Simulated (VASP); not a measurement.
# AlRu in VASP: notebook

AlRu is run at these levels: PBE; tasks: relaxation of the atoms, single point.

Everything below comes from runs of VASP 6.6.1. Logs are shortened: lines on timing, memory, paths and dates and some standing lists are left out, and cuts for length are marked.

**1. The cell of the first run**

It takes space group P4/mmm (No. 123, tetragonal). The conventional cell has a = 2.992 Å, b = 2.992 Å, c = 2.902 Å, α = 90.00°, β = 90.00°, γ = 90.00°. Within 3.4 Å of Al (site symmetry 4/mmm) lie 8 Ru at 2.57 Å and 6 Al at 2.90 to 2.99 Å. Ru (site symmetry 4/mmm) has 8 Al at 2.57 Å and 6 Ru at 2.90 to 2.99 Å within 3.4 Å.

**2. Relaxation of the atoms, PBE (z stretched by -3 %)**

File INCAR:

```
PREC = Accurate
ENCUT = 520
EDIFF = 1E-7
ISMEAR = -1
SIGMA = 0.05
LREAL = F
LASPH = T
NELM = 100
ALGO = Normal
ISIF = 2
LWAVE = F
LCHARG = F
GGA = PE
IBRION = 2
NSW = 80
EDIFFG = -0.02
KPAR = 2
```

File KPOINTS:

```
Automatic mesh
0
Gamma
  16 16 16
```

File POSCAR:

```
AlRu
1.0
    2.9916000000      0.0000000000      0.0000000000
    0.0000000000      2.9916000000      0.0000000000
    0.0000000000      0.0000000000      2.9018520000
Al Ru
1 1
Direct
    0.0000000000      0.0000000000      0.0000000000
    0.5000000000      0.5000000000      0.5000000000
```

Potentials or basis: VASP PAW PBE potentials, release 64 (Al, Ru_pv).

The run is started by

```console
$ cat potpaw_PBE.64/Al/POTCAR potpaw_PBE.64/Ru_pv/POTCAR > POTCAR
$ mpirun -np 2 vasp_std > vasp.out
```

OUTCAR:

```text
PREC = Accurate
   ENCUT = 520
   EDIFF = 1E-7
   ISMEAR = -1
   LREAL = F
   LASPH = T
   NELM = 100
   ISIF = 2
   GGA = PE
   IBRION = 2
   NSW = 80
   EDIFFG = -0.02

 ion  position               nearest neighbor table
   1  0.000  0.000  0.000-   2 2.57   2 2.57   2 2.57   2 2.57   2 2.57   2 2.57   2 2.57   2 2.57

   2  0.500  0.500  0.500-   1 2.57   1 2.57   1 2.57   1 2.57   1 2.57   1 2.57   1 2.57   1 2.57

  LATTYP: Found a simple tetragonal cell.
 ALAT       =     2.9916000000
 C/A-ratio  =     0.9700000000

  Lattice vectors:

 A1 = (   2.9916000000,   0.0000000000,   0.0000000000)
 A2 = (   0.0000000000,   2.9916000000,   0.0000000000)
 A3 = (   0.0000000000,   0.0000000000,   2.9018520000)

Analysis of symmetry for initial positions (statically):
=====================================================================
 Subroutine PRICEL returns:
 Original cell was already a primitive cell.

 Routine SETGRP: Setting up the symmetry group for a
 simple tetragonal supercell.

 Subroutine GETGRP returns: Found 16 space group operations
 (whereof 16 operations were pure point group operations)
 out of a pool of 16 trial point group operations.

The static configuration has the point symmetry D_4h.

Analysis of symmetry for dynamics (positions and initial velocities):
=====================================================================
 Subroutine PRICEL returns:
 Original cell was already a primitive cell.

 Routine SETGRP: Setting up the symmetry group for a
 simple tetragonal supercell.

 Subroutine GETGRP returns: Found 16 space group operations
 (whereof 16 operations were pure point group operations)
 out of a pool of 16 trial point group operations.

The dynamic configuration has the point symmetry D_4h.

 Subroutine INISYM returns: Found 16 space group operations
 (whereof 16 operations are pure point group operations),
 and found     1 'primitive' translations

----------------------------------------------------------------------------------------

                                     Primitive cell

  volume of cell :      25.9706

  direct lattice vectors                    reciprocal lattice vectors
     2.991600000  0.000000000  0.000000000     0.334269287  0.000000000  0.000000000
     0.000000000  2.991600000  0.000000000     0.000000000  0.334269287  0.000000000
     0.000000000  0.000000000  2.901852000     0.000000000  0.000000000  0.344607513

  length of vectors
     2.991600000  2.991600000  2.901852000     0.334269287  0.334269287  0.344607513

  position of ions in fractional coordinates (direct lattice)
     0.000000000  0.000000000  0.000000000
     0.500000000  0.500000000  0.500000000

  ion indices of the primitive-cell ions
   primitive index   ion index
                 1           1
                 2           2

----------------------------------------------------------------------------------------

 KPOINTS: Automatic mesh

Automatic generation of k-mesh.
 Grid dimensions read from file:
 generate k-points for:   16   16   16

 Generating k-lattice:

  Cartesian coordinates                     Fractional coordinates (reciprocal lattice)
     0.020891830  0.000000000  0.000000000     0.062500000  0.000000000  0.000000000
     0.000000000  0.020891830  0.000000000     0.000000000  0.062500000  0.000000000
     0.000000000  0.000000000  0.021537970     0.000000000  0.000000000  0.062500000

  Length of vectors
     0.020891830  0.020891830  0.021537970

  Shift w.r.t. Gamma in fractional coordinates (k-lattice)
     0.000000000  0.000000000  0.000000000

 Subroutine IBZKPT returns following result:
 ===========================================

 Found    405 irreducible k-points:

 Following reciprocal coordinates:
            Coordinates               Weight
  0.000000  0.000000  0.000000      1.000000
  0.062500  0.000000  0.000000      4.000000
  0.125000  0.000000  0.000000      4.000000
  0.187500  0.000000  0.000000      4.000000
  0.250000  0.000000  0.000000      4.000000
  0.312500  0.000000  0.000000      4.000000
[... 16 lines left out ...]
  0.437500  0.125000  0.000000      8.000000
  0.500000  0.125000  0.000000      4.000000
 [... further k-points ...]
   k-points           NKPTS =    405   k-points in BZ     NKDIM =    405   number of bands    NBANDS=     12
   number of dos      NEDOS =    301   number of ions     NIONS =      2
   total plane-waves  NPLWV =  13824
   dimension x,y,z NGX =    24 NGY =   24 NGZ =   24
   dimension x,y,z NGXF=    48 NGYF=   48 NGZF=   48
   ions per type =               1   1
   NGX,Y,Z   is equivalent  to a cutoff of  13.34, 13.34, 13.75 a.u.
   NGXF,Y,Z  is equivalent  to a cutoff of  26.67, 26.67, 27.50 a.u.
 SYSTEM =  unknown system
   PREC   = accura    normal or accurate (medium, high low for compatibility)
   ISTART =      0    job   : 0-new  1-cont  2-samecut
   ICHARG =      2    charge: 1-file 2-atom 10-const
   ISPIN  =      1    spin polarized calculation?
   LNONCOLLINEAR =      F non collinear calculations
   LSORBIT =      F    spin-orbit coupling
   LASPH  =      T    aspherical Exc in radial PAW
   ENCUT  =  520.0 eV  38.22 Ry    6.18 a.u.   5.56  5.56  5.40*2*pi/ulx,y,z
   NELM   =    100;   NELMIN=  2; NELMDL= -5     # of ELM steps
   EDIFF  = 0.1E-06   stopping-criterion for ELM
   LREAL  =      F    real-space projection
   EDIFFG = -.2E-01   stopping-criterion for IOM
   NSW    =     80    number of steps for IOM
   IBRION =      2    ionic relax: 0-MD 1-quasi-New 2-CG
   NFREE  =      1    steps in history (QN), initial steepest desc. (CG)
   ISIF   =      2    stress and relaxation
   ISYM   =      2    0-nonsym 1-usesym 2-fastsym
   POTIM  = 0.5000    time-step for ionic-motion
   TEBEG  =    0.0;   TEEND  =   0.0 temperature during run
   PSTRESS=    0.0 pullay stress
   NELECT =      17.0000    total number of electrons
   NUPDOWN=      -1.0000    fix difference up-down
   EMIN   =  10.00;   EMAX   =-10.00  energy-range for DOS
   EFERMI =   0.00;   METHOD = LEGACY
   ISMEAR =    -1;   SIGMA  =   0.05  broadening in eV -4-tet -1-fermi 0-gaus
   EFERMI_NEDOS =   21; number of points for ismear=-14 and -15
   IALGO  =     38    algorithm
   IMIX   =      4    mixing-type and parameters
     AMIX     =   0.40;   BMIX     =  1.00
     AMIX_MAG =   1.60;   BMIX_MAG =  1.00
  volume/ion in A,a.u.               =      12.99        87.63
  Fermi-wavevector in a.u.,A,eV,Ry     =   1.421446  2.686143 27.490691  2.020509
  Thomas-Fermi vector in A             =   2.542255
   LORBIT       =      0    0 simple, 1 ext, 2 COOP (PROOUT), +10 PAW based schemes
   GGA     = PE    functional components
   LHFCALC =     F    Hartree Fock is set to
   AEXX    =    0.0000 exact exchange contribution
   IVDW    =     0    specifies the selected vdW correction
   LEPSILON=     F    determine dielectric tensor
   LRPA    =     F    only Hartree local field effects (RPA)
 conjugate gradient relaxation of ions
 non-spin polarized calculation
  energy-cutoff  :      520.00
  volume of cell :       25.97
 maximum number of plane-waves:       727
 NGX is ok and might be reduce to    24
   NGX = 11   NGY = 11   NGZ = 11

 number of electron      16.9999999 magnetization

 Free energy of the ion-electron system (eV)
  ---------------------------------------------------
  ext. energy  EPLUGINS =         0.00000000
  ---------------------------------------------------
  free energy    TOTEN  =       -14.22195854 eV

  energy without entropy =      -14.20870199  energy(sigma->0) =      -14.21533027

 E-fermi :  11.1747     XC(G=0): -12.7227

 val. band max:       11.1741199030   @ k =   0.2500   0.0000   0.1250
 cond. band min:      11.1757214922   @ k =   0.1250   0.0000   0.3750
 fundamental gap:      0.0016015893
 Fermi energy:        11.1747106808

 k-point     1 :       0.0000    0.0000    0.0000
  band No.  band energies     occupation
      1     -30.6324      2.00000
      2     -30.6324      2.00000
      3     -30.5929      2.00000
      4       1.2981      2.00000
      5       7.4112      2.00000
      6       7.4199      2.00000
      7      11.2095      0.66524
      8      11.4179      0.01532
      9      11.4179      0.01532
     10      17.0671      0.00000
     11      17.0671      0.00000
     12      18.0318      0.00000

 k-point     2 :       0.0625    0.0000    0.0000
  band No.  band energies     occupation
      1     -30.6407      2.00000
      2     -30.6318      2.00000
      3     -30.5923      2.00000
      4       1.3740      2.00000
      5       7.4372      2.00000
      6       7.4447      2.00000
      7      11.1095      1.57314
      8      11.3316      0.08322
      9      11.4269      0.01282
     10      16.7106      0.00000
     11      17.2268      0.00000
     12      18.1766      0.00000

 k-point     3 :       0.1250    0.0000    0.0000
  band No.  band energies     occupation
      1     -30.6640      2.00000
      2     -30.6298      2.00000
      3     -30.5904      2.00000
      4       1.5990      2.00000
      5       7.4959      2.00000
      6       7.5203      2.00000
      7      10.8467      1.99717
      8      11.1009      1.62790
      9      11.4525      0.00770
     10      15.8935      0.00000
     11      17.6684      0.00000
     12      18.5826      0.00000

 k-point     4 :       0.1875    0.0000    0.0000
  band No.  band energies     occupation
      1     -30.6988      2.00000
      2     -30.6269      2.00000
      3     -30.5875      2.00000
      4       1.9649      2.00000
      5       7.5375      2.00000
      6       7.6387      2.00000
      7      10.4997      2.00000
      8      10.7897      1.99910
      9      11.4913      0.00355
     10      14.9826      0.00000
     11      18.3127      0.00000
     12      19.1859      0.00000

 k-point     5 :       0.2500    0.0000    0.0000
  band No.  band energies     occupation
      1     -30.7397      2.00000
      2     -30.6234      2.00000
      3     -30.5842      2.00000
      4       2.4590      2.00000
      5       7.4805      2.00000
      6       7.7847      2.00000
      7      10.1415      2.00000
      8      10.4620      2.00000
      9      11.5376      0.00141
     10      14.2056      0.00000
     11      19.0859      0.00000
     12      19.9221      0.00000
[... 228 lines left out ...]
      1     -30.7767      2.00000
      2     -30.6505      2.00000
      3     -30.5783      2.00000
      4       3.3090      2.00000
      5       7.3060      2.00000
      6       8.0587      2.00000
      7       9.5740      2.00000
      8      10.2139      2.00000
      9      11.3054      0.13647
     10      13.9375      0.00000
     11      18.1980      0.00000
     12      20.4619      0.00000

 k-point    22 :       0.3750    0.1250    0.0000
  band No.  band energies     occupation
      1     -30.8107      2.00000
      2     -30.6473      2.00000
      3     -30.5754      2.00000
      4       3.9750      2.00000
      5       6.8130      2.00000
      6       8.2079      2.00000
      7       9.4587      2.00000
      8       9.9867      2.00000
      9      11.3498      0.05850
     10      13.5614      0.00000
     11      18.5942      0.00000
     12      20.3028      0.00000

 k-point    23 :       0.4375    0.1250    0.0000
  band No.  band energies     occupation
      1     -30.8334      2.00000
      2     -30.6452      2.00000
      3     -30.5735      2.00000
      4       4.6973      2.00000
      5       6.1678      2.00000
      6       8.3197      2.00000
      7       9.3831      2.00000
      8       9.8427      2.00000
      9      11.3801      0.03238
     10      13.3975      0.00000
     11      18.7032      0.00000
     12      20.5252      0.00000

 k-point    24 :       0.5000    0.1250    0.0000
  band No.  band energies     occupation
      1     -30.8413      2.00000
      2     -30.6445      2.00000
      3     -30.5729      2.00000
      4       5.4164      2.00000
      5       5.4697      2.00000
      6       8.3625      2.00000
      7       9.3528      2.00000
      8       9.7934      2.00000
      9      11.3908      0.02623
     10      13.3578      0.00000
     11      18.6988      0.00000
     12      20.7332      0.00000

 [... further k-points ...]

------------------------ aborting loop because EDIFF is reached ----------------------------------------

  FORCE on cell =-STRESS in cart. coord.  units (eV):
  Direction    XX          YY          ZZ          XY          YZ          ZX
  --------------------------------------------------------------------------------------
  -------------------------------------------------------------------------------------
  Total        1.2514251      1.2514251      2.2097435      0.0000000      0.0000000      0.0000000
  in kB       77.2028160     77.2028160    136.3233132      0.0000000      0.0000000      0.0000000
  external PRESSURE =      96.9096484 kB  Pullay stress =       0.0000000 kB

 VOLUME and BASIS-vectors are now :
 -----------------------------------------------------------------------------
  energy-cutoff  :      520.00
  volume of cell :       25.97
      direct lattice vectors                 reciprocal lattice vectors
     2.991600000  0.000000000  0.000000000     0.334269287  0.000000000  0.000000000
     0.000000000  2.991600000  0.000000000     0.000000000  0.334269287  0.000000000
     0.000000000  0.000000000  2.901852000     0.000000000  0.000000000  0.344607513

 POSITION                                       TOTAL-FORCE (eV/Angst)
 -----------------------------------------------------------------------------------
      0.00000      0.00000      0.00000         0.000000      0.000000      0.000000
      1.49580      1.49580      1.45093         0.000000      0.000000      0.000000
 -----------------------------------------------------------------------------------
    total drift:                                0.000000     -0.000000     -0.000000

  FREE ENERGIE OF THE ION-ELECTRON SYSTEM (eV)
  ---------------------------------------------------
  free  energy   TOTEN  =       -14.2219585418 eV

  energy  without entropy=      -14.2087019891  energy(sigma->0) =      -14.21533027

 reached required accuracy - stopping structural energy minimisation
```

Run time: 30 s. Hardware: 2 MPI ranks of Intel Xeon Platinum 8259CL at 2.50GHz (Skylake/Cascade Lake), shared host; peak memory 0.24 GiB.

Results:

| Property | Result |
| --- | --- |
| Free energy | -14.2220 eV |
| Pressure after relaxing | 9.7 GPa |
| Band gap on the k mesh | zero (an odd number of electrons rules out a gap without spin polarisation) |

Final structure:
```cif
data_structure
_symmetry_space_group_name_H-M 'P 1'
_symmetry_Int_Tables_number 1
_cell_length_a 2.9916
_cell_length_b 2.9916
_cell_length_c 2.9019
_cell_angle_alpha 90.000
_cell_angle_beta 90.000
_cell_angle_gamma 90.000
_cell_volume 25.97
loop_
_atom_site_label
_atom_site_type_symbol
_atom_site_fract_x
_atom_site_fract_y
_atom_site_fract_z
_atom_site_occupancy
Al1 Al 0.00000 0.00000 0.00000 1
Ru1 Ru 0.50000 0.50000 0.50000 1
```

Caveat: the cell differs from its parent crystal (z stretched by -3 %).

**3. Single point, PBE (z stretched by +2 %, then relaxed in part)**

File INCAR:

```
SYSTEM = AlRu
PREC = Accurate
ENCUT = 520
EDIFF = 1E-6
ISMEAR = -1
SIGMA = 0.05
LREAL = .False.
LASPH = .True.
NELM = 80
ALGO = Normal
ISIF = 2
LWAVE = .False.
LCHARG = .False.
GGA = PE
NBANDS = 16
```

File KPOINTS:

```
Automatic mesh
0
Gamma
  16 16 16
  0 0 0
```

Edit POSCAR of step 2 so:

```diff
@@ -4,3 +4,3 @@
     0.0000000000      2.9916000000      0.0000000000
-    0.0000000000      0.0000000000      2.9018520000
+    0.0000000000      0.0000000000      3.0514320000
 Al Ru
```

Potentials or basis: VASP PAW PBE potentials, release 64 (Al, Ru_pv).

The run is started by

```console
$ cat potpaw_PBE.64/Al/POTCAR potpaw_PBE.64/Ru_pv/POTCAR > POTCAR
$ mpirun -np 1 vasp_std > vasp.out
```

Wall time 59 s (1 thread of Intel Xeon Platinum 8488C (Sapphire Rapids), shared host); peak memory 0.28 GiB.

Results (log left out):

```yaml
Free_energy: -14.2602 eV
Pressure: -1.5 GPa
Band_gap_on_the_k_mesh: zero (an odd number of electrons rules out a gap without spin polarisation)
```

Stress tensor (GPa, compression positive):
```
-0.41  0.00  0.00
 0.00 -0.41  0.00
 0.00  0.00 -3.58
```

Levels at points of the mesh, in eV from the Fermi level:
```tsv
k point	band 6	band 7	band 8	band 9	band 10	band 11	band 12	band 13
(0.00, 0.00, 0.00)	-3.47	0.12	0.12	0.24	5.57	6.17	6.17	10.81
(0.50, 0.00, 0.00)	-2.67	-1.73	-1.51	0.38	2.31	7.43	10.58	11.09
(0.50, 0.50, 0.00)	-1.29	-1.29	-1.26	-1.26	1.55	5.34	6.09	10.13
(0.00, 0.00, 0.50)	-2.75	-1.49	-1.49	0.46	1.98	7.46	11.08	11.08
(0.50, 0.00, 0.50)	-1.47	-1.33	-1.12	-1.05	1.42	5.09	5.98	10.57
(0.50, 0.50, 0.50)	-4.53	1.49	1.63	2.44	4.00	4.11	4.11	8.24
```

Caveat: the cell differs from its parent crystal (z stretched by +2 %, then relaxed in part).

[end of part 1 of 2]
